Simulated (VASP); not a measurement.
Set up this calculation in VASP 6.6.1, as the native input.

```yaml
Task: single point
Functional: PBE
Potentials_or_basis: VASP PAW PBE potentials, release 64 (Mg, O)
Cutoff: 520 eV
k_mesh: 9 × 9 × 6
Occupations: gaussian, width 0.05 eV
Spin: no spin polarisation
Dipole_correction: no
Further_INCAR_settings: ALGO = Normal; EDIFF = 1e-07; NBANDS = 16
```

The structure of MgO lies in POSCAR:

```
MgO
1.0
    3.6622000000      0.0000000000      0.0000000000
   -1.8311000000      3.1715582337      0.0000000000
    0.0000000000      0.0000000000      4.2818000000
Mg O
2 2
Direct
    0.6666666667      0.3333333333      0.7500000000
    0.3333333333      0.6666666667      0.2500000000
    0.6666666667      0.3333333333      0.2500000000
    0.3333333333      0.6666666667      0.7500000000
```

One way to write it, as run:

INCAR

```
ALGO = Normal ; EDIFF = 1E-7
ENCUT = 520 ; GGA = PE
ISIF = 2 ; ISMEAR = 0
LASPH = True ; LCHARG = False
LREAL = False ; LWAVE = False
NBANDS = 16 ; NELM = 80
PREC = Accurate ; SIGMA = 0.05
```

KPOINTS

```
k-points
0
Gamma
  9 9 6
```

Potentials or basis: VASP PAW PBE potentials, release 64 (Mg, O).

The run is started by

```console
$ cat potpaw_PBE.64/Mg/POTCAR potpaw_PBE.64/O/POTCAR > POTCAR
$ mpirun -np 1 vasp_std > vasp.out
```

It gave:

- Pressure: -9.5 GPa
- Band gap on the k mesh: 2.88 eV

Caveat: the cell stands under tension.

Wall time 52 s on 1 thread of AMD EPYC 7R43 64-Core Processor (Zen 3), on a shared host, peak memory 0.14 GiB.
